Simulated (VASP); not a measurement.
A run of VASP 6.6.1:

INCAR

```
SYSTEM = ScAl3N4
ALGO = Normal
EDIFF = 1E-6
ENCUT = 520
GGA = PS
ISIF = 2
ISMEAR = 0
LASPH = .True.
LCHARG = .True.
LELF = .True.
LREAL = Auto
LVHAR = .True.
LWAVE = .False.
NBANDS = 54
NELM = 80
PREC = Accurate
SIGMA = 0.1
```

The input KPOINTS:

```
k-points
0
Gamma
  4 6 6
  0 0 0
```

File POSCAR:

```
ScAl3N4
1.0
    0.0000000000      0.0000000000     -5.0048352399
    3.2358253242      5.6046138659      0.0000000000
    3.2098188964     -5.5895990479      0.0000000000
Sc Al N
2 6 8
Direct
    0.0109425227      0.1612169750      0.3224339499
    0.5109425227      0.3387830250      0.6775660501
    0.0021550484      0.1640333689      0.8348683451
    0.0055989891      0.6652846049      0.3305692098
    0.0021550484      0.6708349762      0.8348683451
    0.5021550484      0.3359666311      0.1651316549
    0.5055989891      0.8347153951      0.6694307902
    0.5021550484      0.8291650238      0.1651316549
    0.5881038086      0.1590842440      0.3181684880
    0.6249534347      0.1548058170      0.8451401649
    0.6211377134      0.6676150010      0.3352300020
    0.6249534347      0.6903343479      0.8451401649
    0.0881038086      0.3409157560      0.6818315120
    0.1249534347      0.3451941830      0.1548598351
    0.1211377134      0.8323849990      0.6647699980
    0.1249534347      0.8096656521      0.1548598351
```

Potentials or basis: VASP PAW PBE potentials, release 64 (Sc_sv, Al, N).

Command:

```console
$ cat potpaw_PBE.64/Sc_sv/POTCAR potpaw_PBE.64/Al/POTCAR potpaw_PBE.64/N/POTCAR > POTCAR
$ mpirun -np 1 vasp_std > vasp.out
```

Hardware: 1 thread of AMD EPYC 7R13, on a shared host.

Problem. How long does it take, and how much memory?

Solution. Wall time 23 min on 1 thread of AMD EPYC 7R13, on a shared host, peak memory 0.4 GiB. Counts: scf iterations 15, k points 39.
